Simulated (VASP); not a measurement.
# TiC (Fm-3m) in VASP: a series of runs

The runs below take TiC through single point, relaxation of cell and atoms, with PBEsol+D3(BJ), LDA.

All numbers are computed with VASP 6.6.1; they aren't measurements. Logs are shortened: lines on timing, memory, paths and dates and some standing lists are left out, and cuts for length are marked.

**1. The cell of the first run**

The structure is cubic, space group Fm-3m (No. 225). The conventional cell has a = 4.257 Å, b = 4.257 Å, c = 4.257 Å, α = 90.00°, β = 90.00°, γ = 90.00°. Ti (site symmetry m-3m) has 6 C at 2.13 Å within 2.8 Å. C (site symmetry m-3m) has 6 Ti at 2.13 Å within 2.8 Å.

**2. Single point, PBEsol+D3(BJ)**

Contents of INCAR:

```
SYSTEM = TiC
PREC = Accurate
ENCUT = 520
EDIFF = 1E-6
ISMEAR = -1
SIGMA = 0.05
LREAL = .FALSE.
LASPH = .TRUE.
NELM = 60
ALGO = Normal
ISIF = 2
LWAVE = .FALSE.
LCHARG = .TRUE.
GGA = PS
IVDW = 12
LELF = .TRUE.
LVHAR = .TRUE.
NBANDS = 15
```

Contents of KPOINTS:

```
regular mesh
0
G
  11 11 11
  0 0 0
```

Contents of POSCAR:

```
TiC
1.0
    0.0000000000      2.1283494013      2.1283494013
    2.1283494013      0.0000000000      2.1283494013
    2.1283494013      2.1283494013      0.0000000000
Ti C
1 1
Direct
    0.0000000000      0.0000000000      0.0000000000
    0.5000000000      0.5000000000      0.5000000000
```

Potentials or basis: VASP PAW PBE potentials, release 64 (Ti_sv, C).

Run with:

```
$ cat potpaw_PBE.64/Ti_sv/POTCAR potpaw_PBE.64/C/POTCAR > POTCAR
$ mpirun -np 1 vasp_std > vasp.out
```

OUTCAR:

```text
SYSTEM = TiC
   PREC = Accurate
   ENCUT = 520
   EDIFF = 1E-6
   ISMEAR = -1
   LREAL = .FALSE.
   LASPH = .TRUE.
   NELM = 60
   ISIF = 2
   GGA = PS
   IVDW = 12
 IVDW          = 12

 ion  position               nearest neighbor table
   1  0.000  0.000  0.000-   2 2.13   2 2.13   2 2.13   2 2.13   2 2.13   2 2.13
   2  0.500  0.500  0.500-   1 2.13   1 2.13   1 2.13   1 2.13   1 2.13   1 2.13

  LATTYP: Found a face centered cubic cell.
 ALAT       =     4.2566988026

  Lattice vectors:

 A1 = (   0.0000000000,   2.1283494013,   2.1283494013)
 A2 = (   2.1283494013,   0.0000000000,   2.1283494013)
 A3 = (   2.1283494013,   2.1283494013,   0.0000000000)

Analysis of symmetry for initial positions (statically):
=====================================================================
 Subroutine PRICEL returns:
 Original cell was already a primitive cell.

 Routine SETGRP: Setting up the symmetry group for a
 face centered cubic supercell.

 Subroutine GETGRP returns: Found 48 space group operations
[... 9 lines left out ...]

 Routine SETGRP: Setting up the symmetry group for a
 face centered cubic supercell.

 Subroutine GETGRP returns: Found 48 space group operations
[... 11 lines left out ...]
                                     Primitive cell

  volume of cell :      19.2823

  direct lattice vectors                    reciprocal lattice vectors
     0.000000000  2.128349401  2.128349401    -0.234923833  0.234923833  0.234923833
     2.128349401  0.000000000  2.128349401     0.234923833 -0.234923833  0.234923833
     2.128349401  2.128349401  0.000000000     0.234923833  0.234923833 -0.234923833

  length of vectors
     3.009940589  3.009940589  3.009940589     0.406900015  0.406900015  0.406900015

  position of ions in fractional coordinates (direct lattice)
[... 8 lines left out ...]
----------------------------------------------------------------------------------------

 KPOINTS: regular mesh

Automatic generation of k-mesh.
 Grid dimensions read from file:
 generate k-points for:   11   11   11

 Generating k-lattice:

  Cartesian coordinates                     Fractional coordinates (reciprocal lattice)
    -0.021356712  0.021356712  0.021356712     0.090909091  0.000000000  0.000000000
     0.021356712 -0.021356712  0.021356712     0.000000000  0.090909091  0.000000000
     0.021356712  0.021356712 -0.021356712     0.000000000  0.000000000  0.090909091

  Length of vectors
     0.036990910  0.036990910  0.036990910

  Shift w.r.t. Gamma in fractional coordinates (k-lattice)
     0.000000000  0.000000000  0.000000000

 Subroutine IBZKPT returns following result:
 ===========================================

 Found     56 irreducible k-points:

 Following reciprocal coordinates:
            Coordinates               Weight
  0.000000  0.000000  0.000000      1.000000
  0.090909  0.000000  0.000000      8.000000
  0.181818  0.000000  0.000000      8.000000
  0.272727  0.000000  0.000000      8.000000
  0.363636  0.000000  0.000000      8.000000
  0.454545  0.000000  0.000000      8.000000
[... 16 lines left out ...]
 -0.272727  0.181818  0.000000     24.000000
 -0.181818  0.181818  0.000000     12.000000
 [... further k-points ...]
   k-points           NKPTS =     56   k-points in BZ     NKDIM =     56   number of bands    NBANDS=     15
   number of dos      NEDOS =    301   number of ions     NIONS =      2
   total plane-waves  NPLWV =  13824
   dimension x,y,z NGX =    24 NGY =   24 NGZ =   24
   dimension x,y,z NGXF=    48 NGYF=   48 NGZF=   48
   ions per type =               1   1
   NGX,Y,Z   is equivalent  to a cutoff of  13.26, 13.26, 13.26 a.u.
   NGXF,Y,Z  is equivalent  to a cutoff of  26.51, 26.51, 26.51 a.u.
 SYSTEM =  TiC
   PREC   = accura    normal or accurate (medium, high low for compatibility)
   ISTART =      0    job   : 0-new  1-cont  2-samecut
   ICHARG =      2    charge: 1-file 2-atom 10-const
   ISPIN  =      1    spin polarized calculation?
   LNONCOLLINEAR =      F non collinear calculations
   LSORBIT =      F    spin-orbit coupling
   LASPH  =      T    aspherical Exc in radial PAW
   ENCUT  =  520.0 eV  38.22 Ry    6.18 a.u.   5.60  5.60  5.60*2*pi/ulx,y,z
   NELM   =     60;   NELMIN=  2; NELMDL= -5     # of ELM steps
   EDIFF  = 0.1E-05   stopping-criterion for ELM
   LREAL  =      F    real-space projection
   EDIFFG = 0.1E-04   stopping-criterion for IOM
   NSW    =      0    number of steps for IOM
   IBRION =     -1    ionic relax: 0-MD 1-quasi-New 2-CG
   NFREE  =      0    steps in history (QN), initial steepest desc. (CG)
   ISIF   =      2    stress and relaxation
   ISYM   =      2    0-nonsym 1-usesym 2-fastsym
   POTIM  = 0.5000    time-step for ionic-motion
   TEBEG  =    0.0;   TEEND  =   0.0 temperature during run
   PSTRESS=    0.0 pullay stress
   NELECT =      16.0000    total number of electrons
   NUPDOWN=      -1.0000    fix difference up-down
   EMIN   =  10.00;   EMAX   =-10.00  energy-range for DOS
   EFERMI =   0.00;   METHOD = LEGACY
   ISMEAR =    -1;   SIGMA  =   0.05  broadening in eV -4-tet -1-fermi 0-gaus
   EFERMI_NEDOS =   21; number of points for ismear=-14 and -15
   IALGO  =     38    algorithm
   IMIX   =      4    mixing-type and parameters
     AMIX     =   0.40;   BMIX     =  1.00
     AMIX_MAG =   1.60;   BMIX_MAG =  1.00
  volume/ion in A,a.u.               =       9.64        65.06
  Fermi-wavevector in a.u.,A,eV,Ry     =   1.538374  2.907105 32.199469  2.366594
  Thomas-Fermi vector in A             =   2.644751
   LORBIT       =      0    0 simple, 1 ext, 2 COOP (PROOUT), +10 PAW based schemes
   GGA     = PS    functional components
   LHFCALC =     F    Hartree Fock is set to
   AEXX    =    0.0000 exact exchange contribution
   IVDW    =    12    specifies the selected vdW correction
   LEPSILON=     F    determine dielectric tensor
   LRPA    =     F    only Hartree local field effects (RPA)
 non-spin polarized calculation
  energy-cutoff  :      520.00
  volume of cell :       19.28
 maximum number of plane-waves:       534
   NGX = 11   NGY = 11   NGZ = 11

 number of electron      16.0000003 magnetization

 Free energy of the ion-electron system (eV)
  ---------------------------------------------------
  ext. energy  EPLUGINS =         0.00000000
  ---------------------------------------------------
  free energy    TOTEN  =       -19.79094063 eV

  energy without entropy =      -19.78838362  energy(sigma->0) =      -19.78966213

 E-fermi :   9.9914     XC(G=0): -13.1332

 val. band max:        9.9091422244   @ k =   0.4545   0.4545   0.0000
 cond. band min:      10.0711408119   @ k =   0.3636   0.2727   0.0000
 fundamental gap:      0.1619985875
 Fermi energy:         9.9913756385

 k-point     1 :       0.0000    0.0000    0.0000
  band No.  band energies     occupation
      1     -46.2542      2.00000
      2     -22.3500      2.00000
      3     -22.3500      2.00000
      4     -22.3500      2.00000
      5      -2.6827      2.00000
      6      10.6048      0.00001
      7      10.6048      0.00001
      8      10.6048      0.00001
      9      11.6992      0.00000
     10      11.6992      0.00000
     11      11.6992      0.00000
     12      11.7631      0.00000
     13      11.7631      0.00000
     14      21.1893      0.00000
     15      24.0611      0.00000

 k-point     2 :       0.0909    0.0000    0.0000
  band No.  band energies     occupation
      1     -46.2467      2.00000
      2     -22.4010      2.00000
      3     -22.3546      2.00000
      4     -22.3546      2.00000
      5      -2.4823      2.00000
      6       9.7647      1.97876
      7      10.0751      0.31579
      8      10.0751      0.31579
      9      10.9750      0.00000
     10      10.9750      0.00000
     11      12.1183      0.00000
     12      13.3123      0.00000
     13      13.3123      0.00000
     14      21.4991      0.00000
     15      24.1857      0.00000

 k-point     3 :       0.1818    0.0000    0.0000
  band No.  band energies     occupation
      1     -46.2266      2.00000
      2     -22.5357      2.00000
      3     -22.3670      2.00000
      4     -22.3670      2.00000
      5      -1.9085      2.00000
      6       8.2814      2.00000
      7       8.8830      2.00000
      8       8.8830      2.00000
      9      11.3415      0.00000
     10      11.3415      0.00000
     11      12.5916      0.00000
     12      14.9674      0.00000
     13      14.9674      0.00000
     14      21.9504      0.00000
     15      24.3456      0.00000

 k-point     4 :       0.2727    0.0000    0.0000
  band No.  band energies     occupation
      1     -46.2002      2.00000
      2     -22.7082      2.00000
      3     -22.3831      2.00000
      4     -22.3831      2.00000
      5      -1.0391      2.00000
      6       6.6783      2.00000
      7       7.9116      2.00000
      8       7.9116      2.00000
      9      11.9422      0.00000
     10      11.9422      0.00000
     11      13.0651      0.00000
     12      16.5254      0.00000
     13      16.5254      0.00000
     14      21.2538      0.00000
     15      25.1206      0.00000
[... 307 lines left out ...]
 k-point    22 :      -0.3636    0.1818    0.0000
  band No.  band energies     occupation
      1     -46.1525      2.00000
      2     -22.8690      2.00000
      3     -22.5433      2.00000
      4     -22.4218      2.00000
      5       0.6283      2.00000
      6       4.7448      2.00000
      7       6.9370      2.00000
      8       7.1253      2.00000
      9      12.6421      0.00000
     10      13.0392      0.00000
     11      14.0210      0.00000
     12      16.4510      0.00000
     13      18.3086      0.00000
     14      20.6420      0.00000
     15      24.4256      0.00000

 k-point    23 :      -0.2727    0.1818    0.0000
  band No.  band energies     occupation
      1     -46.1688      2.00000
      2     -22.7878      2.00000
      3     -22.5302      2.00000
      4     -22.3953      2.00000
      5      -0.0409      2.00000
      6       5.5151      2.00000
      7       7.2516      2.00000
      8       7.3079      2.00000
      9      12.0480      0.00000
     10      13.1144      0.00000
     11      13.9627      0.00000
     12      15.4553      0.00000
     13      18.3942      0.00000
     14      21.3979      0.00000
     15      23.9843      0.00000

 k-point    24 :      -0.1818    0.1818    0.0000
  band No.  band energies     occupation
      1     -46.1913      2.00000
      2     -22.6878      2.00000
      3     -22.4822      2.00000
      4     -22.3733      2.00000
      5      -0.8364      2.00000
      6       6.5430      2.00000
      7       7.6359      2.00000
      8       7.8636      2.00000
      9      11.5343      0.00000
     10      12.7722      0.00000
     11      13.7161      0.00000
     12      14.6416      0.00000
     13      17.6741      0.00000
     14      22.2611      0.00000
     15      23.8299      0.00000

 [... further k-points ...]

------------------------ aborting loop because EDIFF is reached ----------------------------------------

 Edisp (eV)   -0.86090

 E8    (eV) :    -0.5675

  FORCE on cell =-STRESS in cart. coord.  units (eV):
  Direction    XX          YY          ZZ          XY          YZ          ZX
  --------------------------------------------------------------------------------------
  -------------------------------------------------------------------------------------
  Total       0.01538     0.01538     0.01538    -0.00000     0.00000    -0.00000
  in kB       1.27783     1.27783     1.27783    -0.00000     0.00000    -0.00000
  external pressure =        1.28 kB  Pullay stress =        0.00 kB

 VOLUME and BASIS-vectors are now :
 -----------------------------------------------------------------------------
  energy-cutoff  :      520.00
  volume of cell :       19.28
      direct lattice vectors                 reciprocal lattice vectors
     0.000000000  2.128349401  2.128349401    -0.234923833  0.234923833  0.234923833
     2.128349401  0.000000000  2.128349401     0.234923833 -0.234923833  0.234923833
     2.128349401  2.128349401  0.000000000     0.234923833  0.234923833 -0.234923833

 POSITION                                       TOTAL-FORCE (eV/Angst)
 -----------------------------------------------------------------------------------
      0.00000      0.00000      0.00000         0.000000      0.000000     -0.000000
      2.12835      2.12835      2.12835        -0.000000     -0.000000      0.000000
 -----------------------------------------------------------------------------------
    total drift:                                0.000000     -0.000000     -0.000000

  FREE ENERGIE OF THE ION-ELECTRON SYSTEM (eV)
  ---------------------------------------------------
  free  energy   TOTEN  =       -20.6518357488 eV

  energy  without entropy=      -20.6492787374  energy(sigma->0) =      -20.65055724
```

It took 14 s on 1 thread of Intel Xeon 6975P-C, shared host; peak memory 0.15 GiB.

What came out:

```yaml
Free_energy: -20.6518 eV
Pressure: 0.1 GPa
Band_gap_on_the_k_mesh: zero (band 8 reaches 10.60 eV, above the bottom of band 9 at 9.51 eV)
Dispersion_energy_per_atom: -0.430 eV
```

Levels at points of the mesh, in eV from the Fermi level:
| k point | band 6 | band 7 | band 8 | band 9 | band 10 | band 11 |
| --- | --- | --- | --- | --- | --- | --- |
| (0.00, 0.00, 0.00) | 0.61 | 0.61 | 0.61 | 1.71 | 1.71 | 1.71 |

Caveat: the PAW data sets were made with another functional, which shifts forces and pressure a little; pairwise dispersion overbinds metals, which lowers pressure and volume.

**3. Single point, LDA**

This run uses another cell than the first one, of 9.67 Å³/atom, 1.003 times its volume.

Contents of INCAR:

```
  PREC = Accurate
  ENCUT = 520
  EDIFF = 1E-6
  ISMEAR = -1
  SIGMA = 0.05
  LREAL = F
  LASPH = T
  NELM = 100
  ALGO = Normal
  ISIF = 2
  LWAVE = F
  LCHARG = F
  GGA = CA
  NBANDS = 15
```

Contents of KPOINTS:

```
regular mesh
0
Gamma
  11 11 11
```

Contents of POSCAR:

```
TiC
1.0
    0.0000000000      2.1308074889      2.1308074889
    2.1308074889      0.0000000000      2.1308074889
    2.1308074889      2.1308074889      0.0000000000
Ti C
1 1
Direct
    0.0000000000      0.0000000000      0.0000000000
    0.5000000000      0.5000000000      0.5000000000
```

Potentials or basis: VASP PAW LDA potentials, release 64 (Ti_sv, C).

Run with:

```
$ cat potpaw_LDA.64/Ti_sv/POTCAR potpaw_LDA.64/C/POTCAR > POTCAR
$ mpirun -np 1 vasp_std > vasp.out
```

It took 13 s on 1 thread of Intel Xeon 6975P-C, shared host; peak memory 0.13 GiB.

The run converged. Its results:

```
Free energy            : -20.5397 eV
Pressure               : 0.6 GPa
Band gap on the k mesh : zero (band 8 reaches 10.47 eV, above the bottom of band 9 at 9.40 eV)
```

Levels at points of the mesh, in eV from the Fermi level:
| k point | band 5 | band 6 | band 7 | band 8 | band 9 | band 10 | band 11 | band 12 |
| --- | --- | --- | --- | --- | --- | --- | --- | --- |
| (0.00, 0.00, 0.00) | -12.49 | 0.59 | 0.59 | 0.59 | 1.69 | 1.69 | 1.69 | 1.76 |

(Continued in part 2 of 2.)
